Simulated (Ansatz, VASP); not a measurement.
## One calculation of In, two programs

File INCAR:

```
  PREC = Accurate
  ENCUT = 520
  EDIFF = 1E-6
  ISMEAR = -1
  SIGMA = 0.05
  LREAL = False
  LASPH = True
  NELM = 60
  ALGO = Normal
  ISIF = 2
  LWAVE = False
  LCHARG = True
  GGA = PE
  LELF = True
  LVHAR = True
  NBANDS = 12
```

File KPOINTS:

```
Automatic mesh
0
Gamma
  14 14 14
```

File POSCAR:

```
In
1.0
   -1.6475491645      1.6475491645      2.5065057071
    1.6475491645     -1.6475491645      2.5065057071
    1.6475491645      1.6475491645     -2.5065057071
In
1
Direct
    0.0000000000      0.0000000000      0.0000000000
```

Input for Ansatz:

```yaml
crystal:
  lattice:
    - [-1.6475491645, 1.6475491645, 2.5065057071]
    - [1.6475491645, -1.6475491645, 2.5065057071]
    - [1.6475491645, 1.6475491645, -2.5065057071]
  atoms:
    - { symbol: In, position: [0.0, 0.0, 0.0] }
kpoints:
  mp_grid: { grid: [14, 14, 14] }
scf:
  occupations: { method: fermi_dirac, width: 0.05 }
hamiltonian:
  xc: pbe
  pseudopotentials: { kind: all_electron, lapw: { basis_error: 0.0005 } }
output:
  forces: true
  stress: true
  eigenvalues: true
```

Change from the starting cell: volume scaled by 1.04.

Alike in both runs: task single point; functional PBE; k mesh 14 × 14 × 14; occupations fermi-dirac, width 0.05 eV; no spin polarisation.

|  | VASP | Ansatz |
| --- | --- | --- |
| version | VASP 6.6.1 | Ansatz 0.2.0 |
| potentials or method | VASP PAW PBE potentials, release 64 (In_d), cutoff 520 eV | all-electron LAPW, scalar-relativistic |

Ansatz gave:

| Item | Value |
| --- | --- |
| pressure (GPa) | 0.3 |
| traceless stress, the component that is largest in VASP (GPa) | 0.13 |

What did VASP give for the same quantities?

Pressure (GPa): 0.2; traceless stress, the component that is largest in VASP (GPa): 0.13.

Ansatz ran all-electron here, and VASP with PAW potentials.
